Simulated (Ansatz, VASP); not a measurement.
This is a calculation of KBr for Ansatz 0.2.0.

input.yaml

```yaml
crystal:
  lattice:
    - [0.0, 3.3, 3.3]
    - [3.3, 0.0, 3.3]
    - [3.3, 3.3, 0.0]
  atoms:
    - { symbol: Br, position: [0.5, 0.5, 0.5] }
    - { symbol: K, position: [0.0, 0.0, 0.0] }
hamiltonian:
  xc: pbe
  pseudopotentials: { kind: paw }
  dispersion: d4
kpoints:
  mp_grid: { grid: [7, 7, 7] }
scf:
  occupations: { method: fermi_dirac, width: 0.05 }
output:
  forces: true
  stress: true
relax:
  f_tol: 0.01
  max_steps: 40
  cell: { stress_tol: 0.05 }
```

Potentials or basis: Ansatz PAW.

Command:

```bash
$ ansatz run input.yaml --threads 2 --pin off --max-ram 5632MiB --backend cpu --events-out ev --progress --plain --runs-dir out
```

**Question.** Translate it to VASP 6.6.1. Potentials there: VASP PAW PBE potentials, release 64 (Br, K_sv).

**Answer.** As run (the cutoff follows the program's own potentials):

The input INCAR:

```
SYSTEM = KBr
  PREC = Accurate
  ENCUT = 600
  EDIFF = 1E-6
  ISMEAR = -1
  SIGMA = 0.05
  LREAL = .False.
  LASPH = .True.
  NELM = 100
  ALGO = Normal
  ISIF = 3
  LWAVE = .False.
  LCHARG = .False.
  GGA = PE
  IVDW = 13
  IBRION = 2
  NSW = 60
  EDIFFG = -0.01
```

File KPOINTS:

```
regular mesh
0
Gamma
  7 7 7
  0 0 0
```

The input POSCAR:

```
KBr
1.0
    0.0000000000      3.3000000000      3.3000000000
    3.3000000000      0.0000000000      3.3000000000
    3.3000000000      3.3000000000      0.0000000000
Br K
1 1
Direct
    0.5000000000      0.5000000000      0.5000000000
    0.0000000000      0.0000000000      0.0000000000
```

Potentials or basis: VASP PAW PBE potentials, release 64 (Br, K_sv).

Launch:

```bash
$ cat potpaw_PBE.64/Br/POTCAR potpaw_PBE.64/K_sv/POTCAR > POTCAR
$ mpirun -np 1 vasp_std > vasp.out
```

Both were run:

|  | VASP | Ansatz | Ansatz less VASP |
| --- | --- | --- | --- |
| relaxed volume (Å³/atom) | 36.22 | 36.03 | -0.192 |
| relaxed cell length with the largest relative difference (Å) | 4.679 | 4.671 | -0.0083 |

Noted on Ansatz's run: odd divisions of the mesh miss points on the zone boundary, where band edges often lie, so the gap on the mesh can be too wide; the plane-wave basis is chosen anew once the cell has moved, so the energies of steps on either side of that aren't comparable.
